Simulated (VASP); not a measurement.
SrO:

```xyz
2
Lattice="0.0000 2.5663 2.5663 2.5663 0.0000 2.5663 2.5663 2.5663 0.0000" Properties=species:S:1:pos:R:3 pbc="T T T"
Sr    2.5663    2.5663    2.5663
O     0.0000    0.0000    0.0000
```

- Program: VASP 6.6.1
- Task: relaxation of cell and atoms
- Functional: revPBE
- Dispersion: D4
- Potentials or basis: VASP PAW PBE potentials, release 64 (Sr_sv, O)
- Cutoff: 600 eV
- k mesh: 9 × 9 × 9
- Occupations: fermi-dirac, width 0.05 eV
- Spin: no spin polarisation

At the start: pressure 3.1 GPa; volume 16.90 Å³/atom.

**Question.** Where does the relaxation end?

**Answer.** Over 3 steps the energy falls by 5.5 meV/atom and the volume is 17.50 Å³/atom (+3.5 %); space group Fm-3m (No. 225, to 0.05 Å).

The path:
```tsv
step	energy change (eV)	largest force (eV/Å)	pressure (GPa)	volume (Å³)
1	0.0000	0.0000	3.09	33.80
2	-0.0098	0.0000	-0.97	35.42
3	-0.0111	0.0000	0.01	34.99
```

Final structure:
```cif
data_structure
_symmetry_space_group_name_H-M 'P 1'
_symmetry_Int_Tables_number 1
_cell_length_a 3.6714
_cell_length_b 3.6714
_cell_length_c 3.6714
_cell_angle_alpha 60.000
_cell_angle_beta 60.000
_cell_angle_gamma 60.000
_cell_volume 34.99
loop_
_atom_site_label
_atom_site_type_symbol
_atom_site_fract_x
_atom_site_fract_y
_atom_site_fract_z
_atom_site_occupancy
Sr1 Sr 0.50000 0.50000 0.50000 1
O1 O 0.00000 0.00000 0.00000 1
```

Caveat: the PAW data sets were made with another functional, which shifts forces and pressure a little.
